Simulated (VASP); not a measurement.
# Cd (P6_3/mmc) in VASP: a series of runs

Runs on Cd. Level: LDA. Tasks: single point.

All numbers are computed with VASP 6.6.1; they aren't measurements. Logs are shortened: lines on timing, memory, paths and dates and some standing lists are left out, and cuts for length are marked.

## (1) The cell of the first run

The structure is hexagonal, space group P6_3/mmc (No. 194). Conventional cell: a = 2.892 Å, b = 2.892 Å, c = 5.219 Å, α = 90.00°, β = 90.00°, γ = 120.00°. Cd (site symmetry -6m2) has 12 Cd at 2.89 to 3.10 Å within 3.8 Å.

## (2) Single point, LDA

INCAR reads:

```
ALGO = Normal ; EDIFF = 1E-6
ENCUT = 630 ; GGA_COMPAT = False
ISIF = 2 ; ISMEAR = -1
LASPH = True ; LCHARG = False
LREAL = False ; LWAVE = False
NBANDS = 27 ; NELM = 120
PREC = Accurate ; SIGMA = 0.1
```

KPOINTS reads:

```
k-points
0
Gamma
  24 24 14
```

POSCAR reads:

```
Cd
1.0
    2.8920488916      0.0000000000      0.0000000000
   -1.4460244458      2.5045878091      0.0000000000
    0.0000000000      0.0000000000      5.2190752554
Cd
2
Direct
    0.3333333333      0.6666666667      0.2500000000
    0.6666666667      0.3333333333      0.7500000000
```

Potentials or basis: VASP PAW LDA potentials, release 64 (Cd_sv_GW).

Run with:

```
$ cat potpaw_LDA.64/Cd_sv_GW/POTCAR > POTCAR
$ mpirun -np 1 vasp_std > vasp.out
```

OUTCAR:

```text
EDIFF = 1E-6
   ENCUT = 630
   ISIF = 2
   ISMEAR = -1
   LASPH = True
   LREAL = False
   NELM = 120
   PREC = Accurate

 ion  position               nearest neighbor table
   1  0.333  0.667  0.250-
   2  0.667  0.333  0.750-

  LATTYP: Found a hexagonal cell.
 ALAT       =     2.8920488916
 C/A-ratio  =     1.8046289849

  Lattice vectors:

 A1 = (   2.8920488916,   0.0000000000,   0.0000000000)
 A2 = (  -1.4460244458,   2.5045878091,   0.0000000000)
 A3 = (   0.0000000000,   0.0000000000,   5.2190752554)

Analysis of symmetry for initial positions (statically):
=====================================================================
 Subroutine PRICEL returns:
 Original cell was already a primitive cell.

 Routine SETGRP: Setting up the symmetry group for a
 hexagonal supercell.

 Subroutine GETGRP returns: Found 24 space group operations
 (whereof 12 operations were pure point group operations)
 out of a pool of 24 trial point group operations.

The static configuration has the point symmetry D_3d.
 The point group associated with its full space group is D_6h.

Analysis of symmetry for dynamics (positions and initial velocities):
=====================================================================
 Subroutine PRICEL returns:
 Original cell was already a primitive cell.

 Routine SETGRP: Setting up the symmetry group for a
 hexagonal supercell.

 Subroutine GETGRP returns: Found 24 space group operations
 (whereof 12 operations were pure point group operations)
 out of a pool of 24 trial point group operations.

The dynamic configuration has the point symmetry D_3d.
 The point group associated with its full space group is D_6h.

 Subroutine INISYM returns: Found 24 space group operations
 (whereof 12 operations are pure point group operations),
 and found     1 'primitive' translations

----------------------------------------------------------------------------------------

                                     Primitive cell

  volume of cell :      37.8038

  direct lattice vectors                    reciprocal lattice vectors
     2.892048892  0.000000000  0.000000000     0.345775620  0.199633648  0.000000000
    -1.446024446  2.504587809  0.000000000     0.000000000  0.399267295  0.000000000
     0.000000000  0.000000000  5.219075255     0.000000000  0.000000000  0.191604825

  length of vectors
     2.892048892  2.892048892  5.219075255     0.399267295  0.399267295  0.191604825

  position of ions in fractional coordinates (direct lattice)
     0.333333333  0.666666667  0.250000000
     0.666666667  0.333333333  0.750000000

  ion indices of the primitive-cell ions
   primitive index   ion index
                 1           1
                 2           2

----------------------------------------------------------------------------------------

 KPOINTS: k-points

Automatic generation of k-mesh.
 Grid dimensions read from file:
 generate k-points for:   24   24   14

 Generating k-lattice:

  Cartesian coordinates                     Fractional coordinates (reciprocal lattice)
     0.014407318  0.008318069  0.000000000     0.041666667 -0.000000000  0.000000000
     0.000000000  0.016636137  0.000000000     0.000000000  0.041666667  0.000000000
     0.000000000  0.000000000  0.013686059     0.000000000  0.000000000  0.071428571

  Length of vectors
     0.016636137  0.016636137  0.013686059

  Shift w.r.t. Gamma in fractional coordinates (k-lattice)
     0.000000000  0.000000000  0.000000000

 Subroutine IBZKPT returns following result:
 ===========================================

 Found    488 irreducible k-points:

 Following reciprocal coordinates:
            Coordinates               Weight
  0.000000  0.000000  0.000000      1.000000
  0.041667  0.000000  0.000000      6.000000
  0.083333  0.000000  0.000000      6.000000
  0.125000  0.000000  0.000000      6.000000
  0.166667  0.000000  0.000000      6.000000
  0.208333  0.000000  0.000000      6.000000
[... 16 lines left out ...]
  0.416667  0.041667  0.000000     12.000000
  0.458333  0.041667  0.000000     12.000000
 [... further k-points ...]
   k-points           NKPTS =    488   k-points in BZ     NKDIM =    488   number of bands    NBANDS=     27
   number of dos      NEDOS =    301   number of ions     NIONS =      2
   total plane-waves  NPLWV =  27648
   dimension x,y,z NGX =    24 NGY =   24 NGZ =   48
   dimension x,y,z NGXF=    48 NGYF=   48 NGZF=   96
   ions per type =               2
   NGX,Y,Z   is equivalent  to a cutoff of  13.80, 13.80, 15.29 a.u.
   NGXF,Y,Z  is equivalent  to a cutoff of  27.59, 27.59, 30.58 a.u.
 SYSTEM =  unknown system
   PREC   = accura    normal or accurate (medium, high low for compatibility)
   ISTART =      0    job   : 0-new  1-cont  2-samecut
   ICHARG =      2    charge: 1-file 2-atom 10-const
   ISPIN  =      1    spin polarized calculation?
   LNONCOLLINEAR =      F non collinear calculations
   LSORBIT =      F    spin-orbit coupling
   LASPH  =      T    aspherical Exc in radial PAW
   ENCUT  =  630.0 eV  46.30 Ry    6.80 a.u.   5.92  5.92 10.68*2*pi/ulx,y,z
   NELM   =    120;   NELMIN=  2; NELMDL= -5     # of ELM steps
   EDIFF  = 0.1E-05   stopping-criterion for ELM
   LREAL  =      F    real-space projection
[... 7 lines left out ...]
   TEBEG  =    0.0;   TEEND  =   0.0 temperature during run
   PSTRESS=    0.0 pullay stress
   NELECT =      40.0000    total number of electrons
   NUPDOWN=      -1.0000    fix difference up-down
   EMIN   =  10.00;   EMAX   =-10.00  energy-range for DOS
   EFERMI =   0.00;   METHOD = LEGACY
   ISMEAR =    -1;   SIGMA  =   0.10  broadening in eV -4-tet -1-fermi 0-gaus
   EFERMI_NEDOS =   21; number of points for ismear=-14 and -15
   IALGO  =     38    algorithm
   IMIX   =      4    mixing-type and parameters
     AMIX     =   0.40;   BMIX     =  1.00
     AMIX_MAG =   1.60;   BMIX_MAG =  1.00
  volume/ion in A,a.u.               =      18.90       127.56
  Fermi-wavevector in a.u.,A,eV,Ry     =   1.668206  3.152452 37.863806  2.782911
  Thomas-Fermi vector in A             =   2.754094
   LORBIT       =      0    0 simple, 1 ext, 2 COOP (PROOUT), +10 PAW based schemes
   GGA     = CA    functional components
   LHFCALC =     F    Hartree Fock is set to
   AEXX    =    0.0000 exact exchange contribution
   IVDW    =     0    specifies the selected vdW correction
   LEPSILON=     F    determine dielectric tensor
   LRPA    =     F    only Hartree local field effects (RPA)
 non-spin polarized calculation
  energy-cutoff  :      630.00
  volume of cell :       37.80
 maximum number of plane-waves:      1374
 NGX is ok and might be reduce to    24
   NGX = 11   NGY = 11   NGZ = 21

 number of electron      40.0000011 magnetization

 Free energy of the ion-electron system (eV)
  ---------------------------------------------------
  ext. energy  EPLUGINS =         0.00000000
  ---------------------------------------------------
  free energy    TOTEN  =        -3.04233360 eV

  energy without entropy =       -3.02722320  energy(sigma->0) =       -3.03477840

 E-fermi :   7.8274     XC(G=0): -12.4465

 val. band max:        7.8156202289   @ k =   0.2917   0.1250   0.0000
 cond. band min:       7.8384998195   @ k =   0.2917   0.0417   0.0000
 fundamental gap:      0.0228795905
 Fermi energy:         7.8273744890

 k-point     1 :       0.0000    0.0000    0.0000
  band No.  band energies     occupation
      1     -95.0147      2.00000
      2     -95.0113      2.00000
      3     -56.4035      2.00000
      4     -56.3581      2.00000
      5     -56.3452      2.00000
      6     -56.3452      2.00000
[... 19 lines left out ...]
     26      22.9385      0.00000
     27      25.0376      0.00000

 k-point     2 :       0.0417    0.0000    0.0000
  band No.  band energies     occupation
      1     -95.0145      2.00000
      2     -95.0112      2.00000
      3     -56.4032      2.00000
      4     -56.3581      2.00000
      5     -56.3465      2.00000
      6     -56.3456      2.00000
[... 19 lines left out ...]
     26      23.3448      0.00000
     27      25.1144      0.00000

 k-point     3 :       0.0833    0.0000    0.0000
  band No.  band energies     occupation
      1     -95.0142      2.00000
      2     -95.0109      2.00000
      3     -56.4022      2.00000
      4     -56.3582      2.00000
      5     -56.3504      2.00000
      6     -56.3467      2.00000
[... 19 lines left out ...]
     26      23.6265      0.00000
     27      24.9187      0.00000

 k-point     4 :       0.1250    0.0000    0.0000
  band No.  band energies     occupation
      1     -95.0136      2.00000
      2     -95.0104      2.00000
      3     -56.4007      2.00000
      4     -56.3583      2.00000
      5     -56.3566      2.00000
      6     -56.3513      2.00000
[... 19 lines left out ...]
     26      23.4342      0.00000
     27      23.7177      0.00000

 k-point     5 :       0.1667    0.0000    0.0000
  band No.  band energies     occupation
      1     -95.0128      2.00000
      2     -95.0098      2.00000
      3     -56.3986      2.00000
      4     -56.3647      2.00000
      5     -56.3595      2.00000
      6     -56.3586      2.00000
[... 19 lines left out ...]
     26      22.0694      0.00000
     27      22.7685      0.00000

 k-point     6 :       0.2083    0.0000    0.0000
  band No.  band energies     occupation
      1     -95.0118      2.00000
      2     -95.0091      2.00000
      3     -56.3961      2.00000
      4     -56.3741      2.00000
      5     -56.3689      2.00000
      6     -56.3590      2.00000
[... 444 lines left out ...]
      1     -95.0084      2.00000
      2     -95.0066      2.00000
      3     -56.4077      2.00000
      4     -56.4027      2.00000
      5     -56.3858      2.00000
      6     -56.3634      2.00000
[... 19 lines left out ...]
     26      21.3570      0.00000
     27      21.7538      0.00000

 k-point    22 :       0.3750    0.0417    0.0000
  band No.  band energies     occupation
      1     -95.0076      2.00000
      2     -95.0061      2.00000
      3     -56.4148      2.00000
      4     -56.4097      2.00000
      5     -56.3831      2.00000
      6     -56.3655      2.00000
[... 19 lines left out ...]
     26      21.0824      0.00000
     27      21.5079      0.00000

 k-point    23 :       0.4167    0.0417    0.0000
  band No.  band energies     occupation
      1     -95.0070      2.00000
      2     -95.0058      2.00000
      3     -56.4198      2.00000
      4     -56.4146      2.00000
      5     -56.3809      2.00000
      6     -56.3669      2.00000
[... 19 lines left out ...]
     26      20.8938      0.00000
     27      21.1658      0.00000

 k-point    24 :       0.4583    0.0417    0.0000
  band No.  band energies     occupation
      1     -95.0067      2.00000
      2     -95.0056      2.00000
      3     -56.4224      2.00000
      4     -56.4172      2.00000
      5     -56.3797      2.00000
      6     -56.3676      2.00000
[... 19 lines left out ...]
     26      20.7982      0.00000
     27      20.9936      0.00000

 [... further k-points ...]

------------------------ aborting loop because EDIFF is reached ----------------------------------------

  FORCE on cell =-STRESS in cart. coord.  units (eV):
  Direction    XX          YY          ZZ          XY          YZ          ZX
  --------------------------------------------------------------------------------------
  -------------------------------------------------------------------------------------
  Total        0.9799516      0.9799516      0.9548111      0.0000000     -0.0000000      0.0000000
  in kB       41.5317031     41.5317031     40.4662144      0.0000000     -0.0000000      0.0000000
  external PRESSURE =      41.1765402 kB  Pullay stress =       0.0000000 kB

 VOLUME and BASIS-vectors are now :
 -----------------------------------------------------------------------------
  energy-cutoff  :      630.00
  volume of cell :       37.80
      direct lattice vectors                 reciprocal lattice vectors
     2.892048892  0.000000000  0.000000000     0.345775620  0.199633648  0.000000000
    -1.446024446  2.504587809  0.000000000     0.000000000  0.399267295  0.000000000
     0.000000000  0.000000000  5.219075255     0.000000000  0.000000000  0.191604825

 POSITION                                       TOTAL-FORCE (eV/Angst)
 -----------------------------------------------------------------------------------
     -0.00000      1.66973      1.30477        -0.000000      0.000000      0.000000
      1.44602      0.83486      3.91431         0.000000     -0.000000     -0.000000
 -----------------------------------------------------------------------------------
    total drift:                               -0.000000      0.000000      0.000000

  FREE ENERGIE OF THE ION-ELECTRON SYSTEM (eV)
  ---------------------------------------------------
  free  energy   TOTEN  =        -3.0423335995 eV

  energy  without entropy=       -3.0272231996  energy(sigma->0) =       -3.03477840
```

Run time: 4 min. Hardware: 1 thread of Intel Xeon 6975P-C (Granite Rapids), shared host; peak memory 0.66 GiB.

Results:

* Free energy: -3.0423 eV
* Pressure: 4.1 GPa
* Band gap on the k mesh: zero (bands 20 and 21 overlap by 3.83 eV)

Stress tensor (GPa, compression positive):
```
4.15 0.00 0.00
0.00 4.15 0.00
0.00 0.00 4.05
```

Levels at points of the mesh, in eV from the Fermi level:
| k point | band 16 | band 17 | band 18 | band 19 | band 20 | band 21 | band 22 | band 23 | band 24 | band 25 |
| --- | --- | --- | --- | --- | --- | --- | --- | --- | --- | --- |
| (0.00, 0.00, 0.00) | -9.09 | -9.09 | -8.67 | -8.67 | -3.62 | -2.54 | 11.99 | 13.67 | 15.09 | 15.09 |
| (0.50, 0.00, 0.00) | -8.66 | -8.41 | -8.36 | -2.98 | -2.22 | 2.29 | 3.01 | 3.93 | 5.70 | 8.09 |
| (0.00, 0.00, 0.50) | -8.84 | -8.84 | -8.84 | -8.22 | -8.22 | 4.75 | 4.75 | 13.94 | 13.94 | 16.00 |
| (0.50, 0.00, 0.50) | -8.67 | -8.38 | -8.38 | -2.13 | -2.13 | 0.13 | 0.13 | 8.91 | 8.91 | 10.13 |

Caveat: the cell stands under pressure.

## (3) Single point, LDA (7.96 Å³/atom)

This run uses another cell than the first one, of 7.96 Å³/atom.

INCAR reads:

```
PREC = Accurate ; ENCUT = 630
EDIFF = 1E-6 ; ISMEAR = -1
SIGMA = 0.1 ; LREAL = F
LASPH = T ; NELM = 120
ALGO = Normal ; ISIF = 2
LWAVE = F ; LCHARG = F
GGA = CA ; NBANDS = 27
GGA_COMPAT = F
```

KPOINTS reads:

```
regular mesh
0
Gamma
  16 16 9
```

POSCAR reads:

```
Cd
1.0
    2.2499876735      0.0000000000      0.0000000000
   -1.1249938367      1.9485464835      0.0000000000
    0.0000000000      0.0000000000      3.6306211123
Cd
2
Direct
    0.3333333333      0.6666666667      0.2500000000
    0.6666666667      0.3333333333      0.7500000000
```

Potentials or basis: VASP PAW LDA potentials, release 64 (Cd_sv_GW).

Run with:

```
$ cat potpaw_LDA.64/Cd_sv_GW/POTCAR > POTCAR
$ mpirun -np 1 vasp_std > vasp.out
```

Wall time 46 s (1 thread of Intel Xeon Platinum 8488C (Sapphire Rapids), shared host); peak memory 0.19 GiB.

The run converged, but its numbers aren't listed here, since they failed a check.

Caveat: the cell stands under pressure.

(Part 1 of 2 ends here.)

The gap in the log of VASP goes by the Fermi energy; the results here count the filled bands.